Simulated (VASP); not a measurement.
# Pt (P6_3/mmc) in VASP: further runs

Runs on Pt. Level: r2SCAN. Tasks: relaxation of shape and atoms at fixed volume, single point.

Program: VASP 6.6.1. These are calculated values, not measurements. Logs are shortened: lines on timing, memory, paths and dates and some standing lists are left out, and cuts for length are marked.

## Step 1: The cell of the first run

The structure is hexagonal, space group P6_3/mmc (No. 194). Conventional cell: a = 2.781 Å, b = 2.781 Å, c = 4.880 Å, α = 90.00°, β = 90.00°, γ = 120.00°. Within 3.7 Å of Pt (site symmetry -6m2) lie 12 Pt at 2.78 to 2.92 Å.

This isn't the form of Pt at room conditions, which is fcc.

## Step 2: Relaxation of shape and atoms at fixed volume, r2SCAN (16.34 Å³/atom)

Contents of POSCAR:

```
Pt
1.0
    2.7806183467      0.0000000000      0.0000000000
   -1.3903091734      2.4080861265      0.0000000000
    0.0000000000      0.0000000000      4.8796391769
Pt
2
Direct
    0.6666666667      0.3333333333      0.7500000000
    0.3333333333      0.6666666667      0.2500000000
```

Contents of INCAR.step1:

```
ALGO = Normal
EDIFF = 1E-4
ENCUT = 600
GGA = PE
ISMEAR = 0
LASPH = True
LCHARG = False
LREAL = False
LWAVE = True
NELM = 80
PREC = Accurate
SIGMA = 0.1
```

Contents of INCAR.step2:

```
ALGO = Normal
EDIFF = 1E-6
EDIFFG = -0.01
ENCUT = 600
IBRION = 2
ISIF = 4
ISMEAR = 0
ISTART = 1
LASPH = True
LCHARG = False
LMIXTAU = True
LREAL = False
LWAVE = False
METAGGA = R2SCAN
NELM = 80
NSW = 50
PREC = Accurate
SIGMA = 0.1
```

Contents of KPOINTS:

```
k-points
0
Gamma
  18 18 10
```

Potentials or basis: VASP PAW PBE potentials, release 64 (Pt).

Launch:

```console
cat potpaw_PBE.64/Pt/POTCAR > POTCAR
cp INCAR.step1 INCAR
mpirun -np 1 vasp_std > vasp.out
cp INCAR.step2 INCAR
mpirun -np 1 vasp_std > vasp.out
```

OUTCAR:

```text
EDIFF = 1E-6
   EDIFFG = -0.01
   ENCUT = 600
   IBRION = 2
   ISIF = 4
   ISMEAR = 0
   ISTART = 1
   LASPH = True
   LREAL = False
   METAGGA = R2SCAN
   NELM = 80
   NSW = 50
   PREC = Accurate

 ion  position               nearest neighbor table
   1  0.667  0.333  0.750-   2 2.92   2 2.92   2 2.92   2 2.92   2 2.92   2 2.92
   2  0.333  0.667  0.250-   1 2.92   1 2.92   1 2.92   1 2.92   1 2.92   1 2.92

  LATTYP: Found a hexagonal cell.
 ALAT       =     2.7806183467
 C/A-ratio  =     1.7548755595

  Lattice vectors:

 A1 = (   2.7806183467,   0.0000000000,   0.0000000000)
 A2 = (  -1.3903091734,   2.4080861265,   0.0000000000)
 A3 = (   0.0000000000,   0.0000000000,   4.8796391769)

Analysis of symmetry for initial positions (statically):
=====================================================================
 Subroutine PRICEL returns:
 Original cell was already a primitive cell.

 Routine SETGRP: Setting up the symmetry group for a
 hexagonal supercell.

 Subroutine GETGRP returns: Found 24 space group operations
 (whereof 12 operations were pure point group operations)
 out of a pool of 24 trial point group operations.

The static configuration has the point symmetry D_3d.
 The point group associated with its full space group is D_6h.

Analysis of symmetry for dynamics (positions and initial velocities):
=====================================================================
 Subroutine PRICEL returns:
 Original cell was already a primitive cell.

 Routine SETGRP: Setting up the symmetry group for a
 hexagonal supercell.

 Subroutine GETGRP returns: Found 24 space group operations
 (whereof 12 operations were pure point group operations)
 out of a pool of 24 trial point group operations.

The dynamic configuration has the point symmetry D_3d.
 The point group associated with its full space group is D_6h.

 Subroutine INISYM returns: Found 24 space group operations
 (whereof 12 operations are pure point group operations),
 and found     1 'primitive' translations

----------------------------------------------------------------------------------------

                                     Primitive cell

  volume of cell :      32.6739

  direct lattice vectors                    reciprocal lattice vectors
     2.780618347  0.000000000  0.000000000     0.359632238  0.207633770  0.000000000
    -1.390309173  2.408086127  0.000000000     0.000000000  0.415267539  0.000000000
     0.000000000  0.000000000  4.879639177     0.000000000  0.000000000  0.204933185

  length of vectors
     2.780618347  2.780618347  4.879639177     0.415267539  0.415267539  0.204933185

  position of ions in fractional coordinates (direct lattice)
     0.666666667  0.333333333  0.750000000
     0.333333333  0.666666667  0.250000000

  ion indices of the primitive-cell ions
   primitive index   ion index
                 1           1
                 2           2

----------------------------------------------------------------------------------------

 KPOINTS: k-points

Automatic generation of k-mesh.
 Grid dimensions read from file:
 generate k-points for:   18   18   10

 Generating k-lattice:

  Cartesian coordinates                     Fractional coordinates (reciprocal lattice)
     0.019979569  0.011535209  0.000000000     0.055555556  0.000000000  0.000000000
     0.000000000  0.023070419  0.000000000     0.000000000  0.055555556  0.000000000
     0.000000000  0.000000000  0.020493319     0.000000000  0.000000000  0.100000000

  Length of vectors
     0.023070419  0.023070419  0.020493319

  Shift w.r.t. Gamma in fractional coordinates (k-lattice)
     0.000000000  0.000000000  0.000000000

 Subroutine IBZKPT returns following result:
 ===========================================

 Found    222 irreducible k-points:

 Following reciprocal coordinates:
            Coordinates               Weight
  0.000000  0.000000  0.000000      1.000000
  0.055556 -0.000000  0.000000      6.000000
  0.111111 -0.000000  0.000000      6.000000
  0.166667 -0.000000  0.000000      6.000000
  0.222222 -0.000000  0.000000      6.000000
  0.277778  0.000000  0.000000      6.000000
[... 16 lines left out ...]
  0.333333  0.111111  0.000000     12.000000
  0.388889  0.111111  0.000000     12.000000
 [... further k-points ...]
   k-points           NKPTS =    222   k-points in BZ     NKDIM =    222   number of bands    NBANDS=     14
   number of dos      NEDOS =    301   number of ions     NIONS =      2
   total plane-waves  NPLWV =  23040
   dimension x,y,z NGX =    24 NGY =   24 NGZ =   40
   dimension x,y,z NGXF=    48 NGYF=   48 NGZF=   80
   ions per type =               2
   NGX,Y,Z   is equivalent  to a cutoff of  14.35, 14.35, 13.63 a.u.
   NGXF,Y,Z  is equivalent  to a cutoff of  28.70, 28.70, 27.26 a.u.
 SYSTEM =  unknown system
   PREC   = accura    normal or accurate (medium, high low for compatibility)
   ISTART =      1    job   : 0-new  1-cont  2-samecut
   ICHARG =      0    charge: 1-file 2-atom 10-const
   ISPIN  =      1    spin polarized calculation?
   LNONCOLLINEAR =      F non collinear calculations
   LSORBIT =      F    spin-orbit coupling
   LASPH  =      T    aspherical Exc in radial PAW
   ENCUT  =  600.0 eV  44.10 Ry    6.64 a.u.   5.55  5.55  9.75*2*pi/ulx,y,z
   NELM   =     80;   NELMIN=  2; NELMDL=  0     # of ELM steps
   EDIFF  = 0.1E-05   stopping-criterion for ELM
   LREAL  =      F    real-space projection
   EDIFFG = -.1E-01   stopping-criterion for IOM
   NSW    =     50    number of steps for IOM
   IBRION =      2    ionic relax: 0-MD 1-quasi-New 2-CG
   NFREE  =      1    steps in history (QN), initial steepest desc. (CG)
   ISIF   =      4    stress and relaxation
   ISYM   =      2    0-nonsym 1-usesym 2-fastsym
   POTIM  = 0.5000    time-step for ionic-motion
   TEBEG  =    0.0;   TEEND  =   0.0 temperature during run
   PSTRESS=    0.0 pullay stress
   NELECT =      20.0000    total number of electrons
   NUPDOWN=      -1.0000    fix difference up-down
   EMIN   =  10.00;   EMAX   =-10.00  energy-range for DOS
   EFERMI =   0.00;   METHOD = LEGACY
   ISMEAR =     0;   SIGMA  =   0.10  broadening in eV -4-tet -1-fermi 0-gaus
   EFERMI_NEDOS =   21; number of points for ismear=-14 and -15
   IALGO  =     38    algorithm
   IMIX   =      4    mixing-type and parameters
     AMIX     =   0.40;   BMIX     =  1.00
     AMIX_MAG =   1.60;   BMIX_MAG =  1.00
  volume/ion in A,a.u.               =      16.34       110.25
  Fermi-wavevector in a.u.,A,eV,Ry     =   1.390010  2.626737 26.288179  1.932127
  Thomas-Fermi vector in A             =   2.513986
   LORBIT       =      0    0 simple, 1 ext, 2 COOP (PROOUT), +10 PAW based schemes
   METAGGA = R2SCAN    functional components
   LHFCALC =     F    Hartree Fock is set to
   AEXX    =    0.0000 exact exchange contribution
   IVDW    =     0    specifies the selected vdW correction
   LEPSILON=     F    determine dielectric tensor
   LRPA    =     F    only Hartree local field effects (RPA)
 conjugate gradient relaxation of ions
 non-spin polarized calculation
 Gauss-broadening in eV      SIGMA  =   0.10
  energy-cutoff  :      600.00
  volume of cell :       32.67
 maximum number of plane-waves:      1117
 NGX is ok and might be reduce to    24
   NGX = 11   NGY = 11   NGZ = 19

--------------------------------------- Ionic step        1  -------------------------------------------

 number of electron      20.0000000 magnetization

 Free energy of the ion-electron system (eV)
  ---------------------------------------------------
  ext. energy  EPLUGINS =         0.00000000
  ---------------------------------------------------
  free energy    TOTEN  =      -102.81161468 eV

  energy without entropy =     -102.79457914  energy(sigma->0) =     -102.80309691

------------------------ aborting loop because EDIFF is reached ----------------------------------------

  FORCE on cell =-STRESS in cart. coord.  units (eV):
  Direction    XX          YY          ZZ          XY          YZ          ZX
  --------------------------------------------------------------------------------------
  -------------------------------------------------------------------------------------
  Total       -2.6235210     -2.6235210     -2.4446241      0.0000000      0.0000000      0.0000000
  in kB     -128.6453286   -128.6453286   -119.8730542      0.0000000      0.0000000      0.0000000
  external PRESSURE =    -125.7212371 kB  Pullay stress =       0.0000000 kB
[... 57 lines left out ...]
  energy  without entropy=     -102.7951418354  energy(sigma->0) =     -102.80353528

--------------------------------------- Ionic step        3  -------------------------------------------

 number of electron      20.0000001 magnetization

 Free energy of the ion-electron system (eV)
  ---------------------------------------------------
  ext. energy  EPLUGINS =         0.00000000
  ---------------------------------------------------
  free energy    TOTEN  =      -102.81194158 eV

  energy without entropy =     -102.79520968  energy(sigma->0) =     -102.80357563

 E-fermi :   9.5095     XC(G=0): -14.0557

 val. band max:        9.5045803426   @ k =   0.3333   0.1111   0.1000
 cond. band min:       9.5134991525   @ k =   0.3889   0.2222   0.3000
 fundamental gap:      0.0089188099
 Fermi energy:         9.5094873310

 k-point     1 :       0.0000    0.0000    0.0000
  band No.  band energies     occupation
      1      -0.0495      2.00000
      2       2.5054      2.00000
      3       5.5853      2.00000
      4       6.1561      2.00000
      5       6.1561      2.00000
      6       6.4816      2.00000
      7       6.4816      2.00000
      8       7.8156      2.00000
      9       7.8156      2.00000
     10       9.0526      2.00000
     11       9.2621      1.99953
     12       9.2621      1.99953
     13      14.0203      0.00000
     14      25.7271      0.00000
[... 375 lines left out ...]
 k-point    24 :       0.3889    0.1111    0.0000
  band No.  band energies     occupation
      1       3.5494      2.00000
      2       3.6318      2.00000
      3       4.1398      2.00000
      4       6.1366      2.00000
      5       6.4503      2.00000
      6       6.4607      2.00000
      7       6.7854      2.00000
      8       9.1309      2.00000
      9       9.1979      1.99999
     10       9.6501      0.04675
     11      11.6821      0.00000
     12      14.9436      0.00000
     13      16.5325      0.00000
     14      18.7651      0.00000

 [... further k-points ...]
[... 5 lines left out ...]
  --------------------------------------------------------------------------------------
  -------------------------------------------------------------------------------------
  Total       -2.5344589     -2.5344589     -2.5274113      0.0000000     -0.0000000      0.0000000
  in kB     -124.2781369   -124.2781369   -123.9325514      0.0000000     -0.0000000      0.0000000
  external PRESSURE =    -124.1629417 kB  Pullay stress =       0.0000000 kB
[... 17 lines left out ...]
  FREE ENERGIE OF THE ION-ELECTRON SYSTEM (eV)
  ---------------------------------------------------
  free  energy   TOTEN  =      -102.8119415765 eV

  energy  without entropy=     -102.7952096775  energy(sigma->0) =     -102.80357563

 reached required accuracy - stopping structural energy minimisation
```

Run time: 4.1 min. Hardware: 1 thread of Intel Xeon 6975P-C (Granite Rapids), shared host; peak memory 0.25 GiB.

Results:

| Item | Value |
| --- | --- |
| Free energy | -102.8119 eV |
| Energy gained by relaxing | 0.2 meV/atom |
| Ionic steps | 3 |
| Pressure after relaxing | -12.4 GPa |
| Band gap on the k mesh | zero (bands 10 and 11 overlap by 1.33 eV) |

Step by step:
| step | energy change (eV) | largest force (eV/Å) | pressure (GPa) | volume (Å³) |
| --- | --- | --- | --- | --- |
| 1 | 0.0000 | 0.0000 | -12.57 | 32.67 |
| 2 | -0.0003 | 0.0000 | -12.45 | 32.67 |
| 3 | -0.0003 | 0.0000 | -12.42 | 32.67 |

Final structure:
```
CELL_PARAMETERS angstrom
2.77568 0.00000 0.00000
-1.38784 2.40381 0.00000
0.00000 0.00000 4.89701
ATOMIC_POSITIONS crystal
Pt 0.66667 0.33333 0.75000
Pt 0.33333 0.66667 0.25000
```

Levels at points of the mesh, in eV from the Fermi level:
| k point | band 7 | band 8 | band 9 | band 10 | band 11 | band 12 | band 13 | band 14 |
| --- | --- | --- | --- | --- | --- | --- | --- | --- |
| (0.00, 0.00, 0.00) | -3.03 | -1.69 | -1.69 | -0.46 | -0.25 | -0.25 | 4.51 | 16.22 |
| (0.50, 0.00, 0.00) | -2.32 | -0.10 | 0.36 | 0.54 | 2.42 | 3.91 | 7.47 | 9.05 |
| (0.00, 0.00, 0.50) | -3.34 | -3.34 | -0.79 | -0.79 | -0.79 | -0.79 | 11.95 | 11.95 |
| (0.50, 0.00, 0.50) | -0.73 | -0.73 | 0.46 | 0.46 | 1.90 | 1.90 | 6.65 | 6.65 |

Caveat: the PAW data sets were made with another functional, which shifts forces and pressure a little; spin-orbit coupling is left out, which moves the levels of the heavy elements.

## Step 3: Single point, r2SCAN (14.95 Å³/atom)

This run uses another cell than the first one, of 14.95 Å³/atom.

Contents of POSCAR:

```
Pt
1.0
    2.7100576825      0.0000000000      0.0000000000
   -1.3550288412      2.3469787988      0.0000000000
    0.0000000000      0.0000000000      4.7008812100
Pt
2
Direct
    0.6666666667      0.3333333333      0.7500000000
    0.3333333333      0.6666666667      0.2500000000
```

Contents of INCAR.step1:

```
PREC = Accurate ; ENCUT = 630
ISMEAR = 0 ; SIGMA = 0.1
LREAL = F ; LASPH = T
NELM = 120 ; NBANDS = 25
GGA = PE ; ALGO = Normal
EDIFF = 1E-5 ; LWAVE = T
LCHARG = F ; GGA_COMPAT = F
```

Contents of INCAR.step2:

```
PREC = Accurate ; ENCUT = 630
EDIFF = 1E-6 ; ISMEAR = 0
SIGMA = 0.1 ; LREAL = F
LASPH = T ; NELM = 120
ALGO = Normal ; ISIF = 2
LWAVE = F ; LCHARG = F
METAGGA = R2SCAN ; LMIXTAU = T
NBANDS = 25 ; ISTART = 1
GGA_COMPAT = F
```

Contents of KPOINTS:

```
regular mesh
0
Gamma
  18 18 10
```

Potentials or basis: VASP PAW PBE potentials, release 64 (Pt_sv_GW).

Launch:

```console
cat potpaw_PBE.64/Pt_sv_GW/POTCAR > POTCAR
cp INCAR.step1 INCAR
mpirun -np 1 vasp_std > vasp.out
cp INCAR.step2 INCAR
mpirun -np 1 vasp_std > vasp.out
```

OUTCAR:

```text
PREC = Accurate
   ENCUT = 630
   EDIFF = 1E-6
   ISMEAR = 0
   LREAL = F
   LASPH = T
   NELM = 120
   ISIF = 2
   METAGGA = R2SCAN
   ISTART = 1

 ion  position               nearest neighbor table
   1  0.667  0.333  0.750-   2 2.82   2 2.82   2 2.82   2 2.82   2 2.82   2 2.82
   2  0.333  0.667  0.250-   1 2.82   1 2.82   1 2.82   1 2.82   1 2.82   1 2.82

  LATTYP: Found a hexagonal cell.
 ALAT       =     2.7100576825
 C/A-ratio  =     1.7346055917

  Lattice vectors:

 A1 = (   2.7100576825,   0.0000000000,   0.0000000000)
 A2 = (  -1.3550288412,   2.3469787988,   0.0000000000)
 A3 = (   0.0000000000,   0.0000000000,   4.7008812100)

Analysis of symmetry for initial positions (statically):
=====================================================================
 Subroutine PRICEL returns:
 Original cell was already a primitive cell.

 Routine SETGRP: Setting up the symmetry group for a
 hexagonal supercell.

 Subroutine GETGRP returns: Found 24 space group operations
 (whereof 12 operations were pure point group operations)
[... 154 lines left out ...]
 NGX is ok and might be reduce to    24
   NGX = 11   NGY = 11   NGZ = 19

 number of electron      36.0000001 magnetization

 Free energy of the ion-electron system (eV)
  ---------------------------------------------------
  ext. energy  EPLUGINS =         0.00000000
  ---------------------------------------------------
  free energy    TOTEN  =      -102.69224200 eV

  energy without entropy =     -102.67653187  energy(sigma->0) =     -102.68438694

 E-fermi :  10.6069     XC(G=0): -15.3333

 val. band max:       10.6061668351   @ k =   0.2778   0.0556   0.5000
 cond. band min:      10.6139056102   @ k =   0.2778   0.2222   0.0000
 fundamental gap:      0.0077387751
 Fermi energy:        10.6068928263

 k-point     1 :       0.0000    0.0000    0.0000
  band No.  band energies     occupation
      1     -90.0622      2.00000
      2     -90.0330      2.00000
      3     -43.7794      2.00000
      4     -43.4829      2.00000
      5     -43.4829      2.00000
      6     -43.4307      2.00000
[... 661 lines left out ...]
     24      23.9648      0.00000
     25      25.5573      0.00000

 [... further k-points ...]
[... 5 lines left out ...]
  --------------------------------------------------------------------------------------
  -------------------------------------------------------------------------------------
  Total        1.4714627      1.4714627      1.4757167      0.0000000     -0.0000000      0.0000000
  in kB       78.8483944     78.8483944     79.0763471      0.0000000     -0.0000000      0.0000000
  external PRESSURE =      78.9243786 kB  Pullay stress =       0.0000000 kB

 VOLUME and BASIS-vectors are now :
 -----------------------------------------------------------------------------
  energy-cutoff  :      630.00
  volume of cell :       29.90
      direct lattice vectors                 reciprocal lattice vectors
     2.710057683  0.000000000  0.000000000     0.368995836  0.213039845  0.000000000
    -1.355028841  2.346978799  0.000000000     0.000000000  0.426079690  0.000000000
     0.000000000  0.000000000  4.700881210     0.000000000  0.000000000  0.212726073

 POSITION                                       TOTAL-FORCE (eV/Angst)
 -----------------------------------------------------------------------------------
      1.35503      0.78233      3.52566        -0.000000      0.000000      0.000000
     -0.00000      1.56465      1.17522         0.000000      0.000000      0.000000
 -----------------------------------------------------------------------------------
    total drift:                               -0.000000      0.000000     -0.000000

  FREE ENERGIE OF THE ION-ELECTRON SYSTEM (eV)
  ---------------------------------------------------
  free  energy   TOTEN  =      -102.6922420036 eV

  energy  without entropy=     -102.6765318693  energy(sigma->0) =     -102.68438694
```

OUTCAR.step1:

```text
PREC = Accurate
   ENCUT = 630
   ISMEAR = 0
   LREAL = F
   LASPH = T
[... 896 lines left out ...]
 -----------------------------------------------------------------------------------
      1.35503      0.78233      3.52566         0.000000      0.000000      0.000000
     -0.00000      1.56465      1.17522        -0.000000     -0.000000      0.000000
 -----------------------------------------------------------------------------------
    total drift:                               -0.000000      0.000000     -0.000000

  FREE ENERGIE OF THE ION-ELECTRON SYSTEM (eV)
  ---------------------------------------------------
  free  energy   TOTEN  =       -11.9685782965 eV

  energy  without entropy=      -11.9509891285  energy(sigma->0) =      -11.95978371
```

It took 9.1 min on 1 thread of Intel Xeon Platinum 8259CL at 2.50GHz (Skylake/Cascade Lake), shared host; peak memory 0.32 GiB.

What came out:

| Property | Result |
| --- | --- |
| Free energy | -102.6922 eV |
| Pressure | 7.9 GPa |
| Band gap on the k mesh | zero (bands 18 and 19 overlap by 1.52 eV) |

Levels at points of the mesh, in eV from the Fermi level:
| k point | band 16 | band 17 | band 18 | band 19 | band 20 | band 21 |
| --- | --- | --- | --- | --- | --- | --- |
| (0.00, 0.00, 0.00) | -2.09 | -2.09 | -0.73 | -0.30 | -0.30 | 5.35 |
| (0.50, 0.00, 0.00) | -0.04 | 0.35 | 0.58 | 2.57 | 4.20 | 8.02 |
| (0.00, 0.00, 0.50) | -3.85 | -0.94 | -0.94 | -0.94 | -0.94 | 13.01 |
| (0.50, 0.00, 0.50) | -0.93 | 0.48 | 0.48 | 1.87 | 1.87 | 7.30 |

Caveat: the cell stands under pressure; the PAW data sets were made with another functional, which shifts forces and pressure a little; spin-orbit coupling is left out, which moves the levels of the heavy elements.
